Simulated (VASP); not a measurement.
Write the native input for VASP 6.6.1 that does the following.

| Item | Value |
| --- | --- |
| Task | single point |
| Functional | r2SCAN |
| Potentials or basis | VASP PAW PBE potentials, release 64 (Cd, Se) |
| Cutoff | 520 eV |
| k mesh | 8 × 8 × 8 |
| Occupations | fermi-dirac, width 0.02 eV |
| Spin | non-collinear spin, zero start, spin-orbit coupling |
| Starting moments | [[0.0, 0.0, 0.0], [0.0, 0.0, 0.0]] μB |
| Dipole correction | no |
| Further INCAR settings | ALGO = Normal; EDIFF = 1e-07; NBANDS = 30 |

Crystal: CdSe.

```xyz
2
Lattice="0.0000 3.0678 3.0678 3.0678 0.0000 3.0678 3.0678 3.0678 0.0000" Properties=species:S:1:pos:R:3 pbc="T T T"
Cd    0.0000    0.0000    0.0000
Se    1.5339    1.5339    1.5339
```

The input as run:

POSCAR

```
CdSe
1.0
    0.0000000000      3.0677809654      3.0677809654
    3.0677809654      0.0000000000      3.0677809654
    3.0677809654      3.0677809654      0.0000000000
Cd Se
1 1
Direct
    0.0000000000      0.0000000000      0.0000000000
    0.2500000000      0.2500000000      0.2500000000
```

INCAR.step1

```
SYSTEM = CdSe
ALGO = Normal ; EDIFF = 1E-4
ENCUT = 520 ; GGA = PE
GGA_COMPAT = .FALSE. ; ISMEAR = -1
LASPH = .TRUE. ; LCHARG = .FALSE.
LREAL = .FALSE. ; LSORBIT = .TRUE.
LWAVE = .TRUE. ; MAGMOM = 0 0 0 0 0 0
NBANDS = 30 ; NELM = 150
PREC = Accurate ; SIGMA = 0.02
```

INCAR.step2

```
SYSTEM = CdSe
ALGO = Normal ; EDIFF = 1E-7
ENCUT = 520 ; GGA_COMPAT = .FALSE.
ISIF = 2 ; ISMEAR = -1
ISTART = 1 ; LASPH = .TRUE.
LCHARG = .FALSE. ; LMIXTAU = .TRUE.
LORBIT = 11 ; LORBMOM = .TRUE.
LREAL = .FALSE. ; LSORBIT = .TRUE.
LWAVE = .FALSE. ; MAGMOM = 0 0 0 0 0 0
METAGGA = R2SCAN ; NBANDS = 30
NELM = 150 ; PREC = Accurate
SIGMA = 0.02
```

KPOINTS

```
k-points
0
G
  8 8 8
  0 0 0
```

Potentials or basis: VASP PAW PBE potentials, release 64 (Cd, Se).

Command:

```sh
$ cat potpaw_PBE.64/Cd/POTCAR potpaw_PBE.64/Se/POTCAR > POTCAR
$ cp INCAR.step1 INCAR
$ mpirun -np 1 vasp_ncl > vasp.out
$ cp INCAR.step2 INCAR
$ mpirun -np 1 vasp_ncl > vasp.out
```

It gave:

```json
{
  "Pressure": "0.2 GPa",
  "Net moment": "0.00 μB per cell",
  "Valence electrons inside the program's atomic spheres": "Cd 10.28; Se 3.90"
}
```

Caveat: the structure was generated, so it needn't be the stable form of CdSe; the PAW data sets were made with another functional, which shifts forces and pressure a little.

Wall time 5.3 min on 1 thread of Intel(R) Xeon(R) 6975P-C (Granite Rapids), on a shared host, peak memory 0.43 GiB.
